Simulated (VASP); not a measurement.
HgTe (Coloradoite):

```xyz
2
Lattice="0.0000 3.2145 3.2145 3.2145 0.0000 3.2145 3.2145 3.2145 0.0000" Properties=species:S:1:pos:R:3 pbc="T T T"
Hg    0.0000    0.0000    0.0000
Te    4.8217    4.8217    4.8217
```

* Program: VASP 6.6.1
* Task: relaxation of cell and atoms
* Functional: revPBE
* Potentials or basis: VASP PAW PBE potentials, release 64 (Hg, Te)
* Cutoff: 600 eV
* k mesh: 7 × 7 × 7
* Occupations: fermi-dirac, width 0.05 eV
* Spin: no spin polarisation

At the start: pressure 5.9 GPa; volume 33.22 Å³/atom.

Question: How do energy, volume and symmetry change on relaxing?

Answer: Over 3 steps the energy falls by 78.5 meV/atom and the volume is 38.07 Å³/atom (+14.6 %); space group F-43m (No. 216, to 0.05 Å).

The path:
| step | energy change (eV) | largest force (eV/Å) | pressure (GPa) | volume (Å³) |
| --- | --- | --- | --- | --- |
| 1 | 0.0000 | 0.0000 | 5.92 | 66.43 |
| 2 | -0.1487 | 0.0000 | -0.95 | 78.94 |
| 3 | -0.1570 | 0.0000 | 0.04 | 76.14 |

Final structure:
```
Hg Te
1.0
     0.00000    3.36409    3.36409
     3.36409    0.00000    3.36409
     3.36409    3.36409    0.00000
Hg Te
1 1
Cartesian
  0.0000 0.0000 0.0000
  5.0461 5.0461 5.0461
```

Caveat: the PAW data sets were made with another functional, which shifts forces and pressure a little; the volume moved by +15 % from the deposited cell, more than functionals usually miss.
